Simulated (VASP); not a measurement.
# TiB2 in VASP: further runs

Runs on TiB2. Level: PBEsol. Tasks: single point.

Program: VASP 6.6.1. These are calculated values, not measurements. Logs are shortened: lines on timing, memory, paths and dates and some standing lists are left out, and cuts for length are marked.

**1. The cell of the first run**

The typed cell holds 3 atoms: a = 3.029 Å, b = 3.042 Å, c = 3.228 Å, α = 90.21°, β = 90.57°, γ = 120.43°.

**2. Single point, PBEsol (equal xy, yz and zx shear strains of -1 %)**

Contents of INCAR:

```
PREC = Accurate
ENCUT = 520
EDIFF = 1E-7
ISMEAR = -1
SIGMA = 0.08
LREAL = F
LASPH = T
NELM = 60
ALGO = Normal
ISIF = 2
LWAVE = F
LCHARG = F
GGA = PS
NBANDS = 16
```

Contents of KPOINTS:

```
regular mesh
0
Gamma
  15 15 13
```

Contents of POSCAR:

```
TiB2
1.0
    3.0291982016     -0.0151459910     -0.0151459910
   -1.5277159138      2.6309355912     -0.0055438175
   -0.0161420000     -0.0161420000      3.2284000000
Ti B
1 2
Direct
    0.0000000000      0.0000000000      0.0000000000
    0.3333333333      0.6666666667      0.5000000000
    0.6666666667      0.3333333333      0.5000000000
```

Potentials or basis: VASP PAW PBE potentials, release 64 (Ti_sv, B).

Started as:

```console
$ cat potpaw_PBE.64/Ti_sv/POTCAR potpaw_PBE.64/B/POTCAR > POTCAR
$ mpirun -np 1 vasp_std > vasp.out
```

OUTCAR:

```text
PREC = Accurate
   ENCUT = 520
   EDIFF = 1E-7
   ISMEAR = -1
   LREAL = F
   LASPH = T
   NELM = 60
   ISIF = 2
   GGA = PS

 ion  position               nearest neighbor table
   1  0.000  0.000  0.000-   3 2.36   2 2.36   3 2.37   2 2.37   2 2.38   3 2.38   2 2.39   3 2.39
                             2 2.39   3 2.39   3 2.39   2 2.39
   2  0.333  0.667  0.500-   3 1.74   3 1.75   3 1.76   1 2.36   1 2.37   1 2.38   1 2.39   1 2.39
                             1 2.39
   3  0.667  0.333  0.500-   2 1.74   2 1.75   2 1.76   1 2.36   1 2.37   1 2.38   1 2.39   1 2.39
                             1 2.39

  LATTYP: Found a triclinic cell.
 ALAT       =     5.2468563579
 B/A-ratio  =     0.5798385326
 C/A-ratio  =     0.6153171516
 COS(alpha) =     0.0036352537
 COS(beta)  =     0.0099745013
 COS(gamma) =     0.8672748744

  Lattice vectors:

 A1 = (   0.0262336260,  -5.2467251914,   0.0262336260)
 A2 = (   1.5277159138,  -2.6309355912,   0.0055438175)
 A3 = (  -0.0161420000,  -0.0161420000,   3.2284000000)

Analysis of symmetry for initial positions (statically):
=====================================================================
 Subroutine PRICEL returns:
 Original cell was already a primitive cell.

 Routine SETGRP: Setting up the symmetry group for a
 triclinic supercell.

 Subroutine GETGRP returns: Found  2 space group operations
 (whereof  2 operations were pure point group operations)
 out of a pool of  2 trial point group operations.

The static configuration has the point symmetry S_2 .

Analysis of symmetry for dynamics (positions and initial velocities):
=====================================================================
 Subroutine PRICEL returns:
 Original cell was already a primitive cell.

 Routine SETGRP: Setting up the symmetry group for a
 triclinic supercell.

 Subroutine GETGRP returns: Found  2 space group operations
 (whereof  2 operations were pure point group operations)
 out of a pool of  2 trial point group operations.

The dynamic configuration has the point symmetry S_2 .

 Subroutine INISYM returns: Found  2 space group operations
 (whereof  2 operations are pure point group operations),
 and found     1 'primitive' translations

----------------------------------------------------------------------------------------

                                     Primitive cell

  volume of cell :      25.6531

  direct lattice vectors                    reciprocal lattice vectors
     3.029198202 -0.015145991 -0.015145991     0.331094762  0.192263636  0.002616792
    -1.527715914  2.630935591 -0.005543818     0.001915625  0.381209313  0.001915625
    -0.016142000 -0.016142000  3.228400000     0.001556616  0.001556616  0.309766526

  length of vectors
     3.029273931  3.042329491  3.228480709     0.382878433  0.381218939  0.309774348

  position of ions in fractional coordinates (direct lattice)
     0.000000000  0.000000000  0.000000000
     0.333333333  0.666666667  0.500000000
     0.666666667  0.333333333  0.500000000

  ion indices of the primitive-cell ions
   primitive index   ion index
                 1           1
                 2           2
                 3           3

----------------------------------------------------------------------------------------

 KPOINTS: regular mesh

Automatic generation of k-mesh.
 Grid dimensions read from file:
 generate k-points for:   15   15   13

 Generating k-lattice:

  Cartesian coordinates                     Fractional coordinates (reciprocal lattice)
     0.022072984  0.012817576  0.000174453     0.066666667  0.000000000  0.000000000
     0.000127708  0.025413954  0.000127708    -0.000000000  0.066666667 -0.000000000
     0.000119740  0.000119740  0.023828194     0.000000000  0.000000000  0.076923077

  Length of vectors
     0.025525229  0.025414596  0.023828796

  Shift w.r.t. Gamma in fractional coordinates (k-lattice)
     0.000000000  0.000000000  0.000000000

 Subroutine IBZKPT returns following result:
 ===========================================

 Found   1463 irreducible k-points:

 Following reciprocal coordinates:
            Coordinates               Weight
  0.000000  0.000000  0.000000      1.000000
  0.066667  0.000000  0.000000      2.000000
  0.133333  0.000000  0.000000      2.000000
  0.200000  0.000000  0.000000      2.000000
  0.266667  0.000000  0.000000      2.000000
  0.333333 -0.000000  0.000000      2.000000
[... 16 lines left out ...]
 -0.066667  0.066667 -0.000000      2.000000
  0.000000  0.133333  0.000000      2.000000
 [... further k-points ...]
   k-points           NKPTS =   1463   k-points in BZ     NKDIM =   1463   number of bands    NBANDS=     16
   number of dos      NEDOS =    301   number of ions     NIONS =      3
   total plane-waves  NPLWV =  13824
   dimension x,y,z NGX =    24 NGY =   24 NGZ =   24
   dimension x,y,z NGXF=    48 NGYF=   48 NGZF=   48
   ions per type =               1   2
   NGX,Y,Z   is equivalent  to a cutoff of  13.17, 13.11, 12.36 a.u.
   NGXF,Y,Z  is equivalent  to a cutoff of  26.34, 26.23, 24.72 a.u.
 SYSTEM =  unknown system
   PREC   = accura    normal or accurate (medium, high low for compatibility)
   ISTART =      0    job   : 0-new  1-cont  2-samecut
   ICHARG =      2    charge: 1-file 2-atom 10-const
   ISPIN  =      1    spin polarized calculation?
   LNONCOLLINEAR =      F non collinear calculations
   LSORBIT =      F    spin-orbit coupling
   LASPH  =      T    aspherical Exc in radial PAW
   ENCUT  =  520.0 eV  38.22 Ry    6.18 a.u.   5.63  5.66  6.00*2*pi/ulx,y,z
   NELM   =     60;   NELMIN=  2; NELMDL= -5     # of ELM steps
   EDIFF  = 0.1E-06   stopping-criterion for ELM
   LREAL  =      F    real-space projection
   EDIFFG = 0.1E-05   stopping-criterion for IOM
   NSW    =      0    number of steps for IOM
   IBRION =     -1    ionic relax: 0-MD 1-quasi-New 2-CG
   NFREE  =      0    steps in history (QN), initial steepest desc. (CG)
   ISIF   =      2    stress and relaxation
   ISYM   =      2    0-nonsym 1-usesym 2-fastsym
   POTIM  = 0.5000    time-step for ionic-motion
   TEBEG  =    0.0;   TEEND  =   0.0 temperature during run
   PSTRESS=    0.0 pullay stress
   NELECT =      18.0000    total number of electrons
   NUPDOWN=      -1.0000    fix difference up-down
   EMIN   =  10.00;   EMAX   =-10.00  energy-range for DOS
   EFERMI =   0.00;   METHOD = LEGACY
   ISMEAR =    -1;   SIGMA  =   0.08  broadening in eV -4-tet -1-fermi 0-gaus
   EFERMI_NEDOS =   21; number of points for ismear=-14 and -15
   IALGO  =     38    algorithm
   IMIX   =      4    mixing-type and parameters
     AMIX     =   0.40;   BMIX     =  1.00
     AMIX_MAG =   1.60;   BMIX_MAG =  1.00
  volume/ion in A,a.u.               =       8.55        57.71
  Fermi-wavevector in a.u.,A,eV,Ry     =   1.454740  2.749060 28.793589  2.116269
  Thomas-Fermi vector in A             =   2.571856
   LORBIT       =      0    0 simple, 1 ext, 2 COOP (PROOUT), +10 PAW based schemes
   GGA     = PS    functional components
   LHFCALC =     F    Hartree Fock is set to
   AEXX    =    0.0000 exact exchange contribution
   IVDW    =     0    specifies the selected vdW correction
   LEPSILON=     F    determine dielectric tensor
   LRPA    =     F    only Hartree local field effects (RPA)
 non-spin polarized calculation
  energy-cutoff  :      520.00
  volume of cell :       25.65
 maximum number of plane-waves:       705
   NGX = 11   NGY = 11   NGZ = 13

 number of electron      18.0000002 magnetization

 Free energy of the ion-electron system (eV)
  ---------------------------------------------------
  ext. energy  EPLUGINS =         0.00000000
  ---------------------------------------------------
  free energy    TOTEN  =       -25.78044868 eV

  energy without entropy =      -25.77239657  energy(sigma->0) =      -25.77642263

 E-fermi :   9.9172     XC(G=0): -12.8722

 val. band max:        9.9064253681   @ k =   0.2000  -0.4000   0.0769
 cond. band min:       9.9178670587   @ k =   0.0000   0.0000   0.3846
 fundamental gap:      0.0114416906
 Fermi energy:         9.9171932833

 k-point     1 :       0.0000    0.0000    0.0000
  band No.  band energies     occupation
      1     -46.7918      2.00000
      2     -23.2530      2.00000
      3     -22.9372      2.00000
      4     -22.9221      2.00000
      5      -3.5626      2.00000
      6       7.2647      2.00000
[... 8 lines left out ...]
     15      15.7408      0.00000
     16      16.9026      0.00000

 k-point     2 :       0.0667    0.0000    0.0000
  band No.  band energies     occupation
      1     -46.7893      2.00000
      2     -23.2499      2.00000
      3     -22.9448      2.00000
      4     -22.9374      2.00000
      5      -3.4761      2.00000
      6       7.1055      2.00000
[... 8 lines left out ...]
     15      16.1781      0.00000
     16      17.1964      0.00000

 k-point     3 :       0.1333    0.0000    0.0000
  band No.  band energies     occupation
      1     -46.7824      2.00000
      2     -23.2411      2.00000
      3     -22.9944      2.00000
      4     -22.9524      2.00000
      5      -3.2197      2.00000
      6       6.4380      2.00000
[... 8 lines left out ...]
     15      17.3682      0.00000
     16      18.0342      0.00000

 k-point     4 :       0.2000    0.0000    0.0000
  band No.  band energies     occupation
      1     -46.7721      2.00000
      2     -23.2283      2.00000
      3     -23.0706      2.00000
      4     -22.9705      2.00000
      5      -2.8028      2.00000
      6       5.5037      2.00000
[... 8 lines left out ...]
     15      17.7591      0.00000
     16      18.8414      0.00000
[... 324 lines left out ...]
 k-point    22 :      -0.1333    0.0667   -0.0000
  band No.  band energies     occupation
      1     -46.7848      2.00000
      2     -23.2441      2.00000
      3     -22.9838      2.00000
      4     -22.9410      2.00000
      5      -3.3068      2.00000
      6       6.6305      2.00000
[... 8 lines left out ...]
     15      16.8793      0.00000
     16      17.7618      0.00000

 k-point    23 :      -0.0667    0.0667   -0.0000
  band No.  band energies     occupation
      1     -46.7894      2.00000
      2     -23.2500      2.00000
      3     -22.9547      2.00000
      4     -22.9266      2.00000
      5      -3.4775      2.00000
      6       7.0186      2.00000
[... 8 lines left out ...]
     15      16.2722      0.00000
     16      17.1437      0.00000

 k-point    24 :       0.0000    0.1333    0.0000
  band No.  band energies     occupation
      1     -46.7826      2.00000
      2     -23.2413      2.00000
      3     -23.0002      2.00000
      4     -22.9450      2.00000
      5      -3.2226      2.00000
      6       6.3925      2.00000
[... 8 lines left out ...]
     15      17.3858      0.00000
     16      17.9864      0.00000

 [... further k-points ...]
[... 5 lines left out ...]
  --------------------------------------------------------------------------------------
  -------------------------------------------------------------------------------------
  Total       -0.5937542     -0.5966000     -1.0605762      0.4792178      0.4175480      0.4176017
  in kB      -37.0831503    -37.2608823    -66.2386971     29.9297363     26.0781216     26.0814766
  external PRESSURE =     -46.8609099 kB  Pullay stress =       0.0000000 kB

 VOLUME and BASIS-vectors are now :
 -----------------------------------------------------------------------------
  energy-cutoff  :      520.00
  volume of cell :       25.65
      direct lattice vectors                 reciprocal lattice vectors
     3.029198202 -0.015145991 -0.015145991     0.331094762  0.192263636  0.002616792
    -1.527715914  2.630935591 -0.005543818     0.001915625  0.381209313  0.001915625
    -0.016142000 -0.016142000  3.228400000     0.001556616  0.001556616  0.309766526

 POSITION                                       TOTAL-FORCE (eV/Angst)
 -----------------------------------------------------------------------------------
      0.00000      0.00000      0.00000        -0.000000      0.000000      0.000000
     -0.01682      1.74084      1.60546         0.036825      0.001415     -0.001132
      1.50216      0.85881      1.60225        -0.036825     -0.001415      0.001132
 -----------------------------------------------------------------------------------
    total drift:                               -0.000000      0.000000      0.000000

  FREE ENERGIE OF THE ION-ELECTRON SYSTEM (eV)
  ---------------------------------------------------
  free  energy   TOTEN  =       -25.7804486807 eV

  energy  without entropy=      -25.7723965705  energy(sigma->0) =      -25.77642263
```

Run time: 2.7 min. Hardware: 1 thread of Intel Xeon 6975P-C (Granite Rapids), shared host; peak memory 0.64 GiB.

What came out:

```yaml
Free_energy: -25.7804 eV
Pressure: -4.7 GPa
Largest_force: 0.037 eV/Å
Band_gap_on_the_k_mesh: zero (bands 9 and 10 overlap by 0.42 eV)
```

Forces in eV/Å, atoms in the order of the input:
```
Ti   0.000  0.000  0.000
B    0.037  0.001 -0.001
B   -0.037 -0.001  0.001
```

Caveat: the cell differs from its parent crystal (equal xy, yz and zx shear strains of -1 %); the cell stands under tension; the PAW data sets were made with another functional, which shifts forces and pressure a little.

**3. Single point, PBEsol (equal xy, yz and zx shear strains of +1 %)**

Contents of INCAR:

```
SYSTEM = TiB2
  PREC = Accurate
  ENCUT = 520
  EDIFF = 1E-6
  ISMEAR = -1
  SIGMA = 0.08
  LREAL = .FALSE.
  LASPH = .TRUE.
  NELM = 60
  ALGO = Normal
  ISIF = 2
  LWAVE = .FALSE.
  LCHARG = .FALSE.
  GGA = PS
  NBANDS = 16
```

Contents of KPOINTS:

```
regular mesh
0
G
  15 15 13
  0 0 0
```

Contents of POSCAR:

```
TiB2
1.0
    3.0291982016      0.0151459910      0.0151459910
   -1.5014822878      2.6157896002      0.0055438175
    0.0161420000      0.0161420000      3.2284000000
Ti B
1 2
Direct
    0.0000000000      0.0000000000      0.0000000000
    0.3333333333      0.6666666667      0.5000000000
    0.6666666667      0.3333333333      0.5000000000
```

Potentials or basis: VASP PAW PBE potentials, release 64 (Ti_sv, B).

Started as:

```console
$ cat potpaw_PBE.64/Ti_sv/POTCAR potpaw_PBE.64/B/POTCAR > POTCAR
$ mpirun -np 1 vasp_std > vasp.out
```

Wall time 2.6 min (1 thread of Intel Xeon 6975P-C (Granite Rapids), shared host); peak memory 0.64 GiB.

It converged, with:

```yaml
Free_energy: -25.7806 eV
Pressure: -4.6 GPa
Largest_force: 0.039 eV/Å
Band_gap_on_the_k_mesh: zero (bands 9 and 10 overlap by 0.41 eV)
```

Forces in eV/Å, atoms in the order of the input:
```
Ti   0.000  0.000  0.000
B   -0.039  0.001 -0.001
B    0.039 -0.001  0.001
```

Stress tensor (GPa, compression positive):
```
-3.66 -2.92 -2.54
-2.92 -3.68 -2.54
-2.54 -2.54 -6.58
```

Levels at points of the mesh, in eV from the Fermi level:
```csv
k point,band 5,band 6,band 7,band 8,band 9,band 10,band 11,band 12,band 13,band 14
"(0.00, 0.00, 0.00)",-13.48,-2.65,-2.56,-2.31,-2.16,1.87,1.89,3.66,3.69,5.68
```

Caveat: the cell differs from its parent crystal (equal xy, yz and zx shear strains of +1 %); the cell stands under tension; the PAW data sets were made with another functional, which shifts forces and pressure a little.

(Continued in part 2 of 3.)
